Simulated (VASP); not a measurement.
Input of a VASP 6.6.1 run:

Contents of INCAR:

```
SYSTEM = AlN
ALGO = Normal
EDIFF = 1E-7
ENCUT = 520
GGA = PS
ISIF = 2
ISMEAR = 0
LASPH = .TRUE.
LCHARG = .FALSE.
LREAL = .FALSE.
LWAVE = .FALSE.
NBANDS = 11
NELM = 60
PREC = Accurate
SIGMA = 0.05
```

KPOINTS

```
k-points
0
G
  10 10 10
  0 0 0
```

POSCAR

```
AlN
1.0
    0.0000000000      2.1886566781      2.1886566781
    2.1886566781      0.0000000000      2.1886566781
    2.1886566781      2.1886566781      0.0000000000
Al N
1 1
Direct
    0.0000000000      0.0135199671      0.0000000000
    0.7500000000      0.7239566280      0.7500000000
```

Potentials or basis: VASP PAW PBE potentials, release 64 (Al, N).

Command:

```sh
$ cat potpaw_PBE.64/Al/POTCAR potpaw_PBE.64/N/POTCAR > POTCAR
$ mpirun -np 1 vasp_std > vasp.out
```

(1) Estimate the pressure.

(2) Estimate the band gap on the k mesh.

(3) Predict the largest force.

## Answers

(1) 1.9 GPa.

(2) 2.86 eV, indirect (least direct gap 3.74 eV).

(3) 1.868 eV/Å.

Caveat: the PAW data sets were made with another functional, which shifts forces and pressure a little.
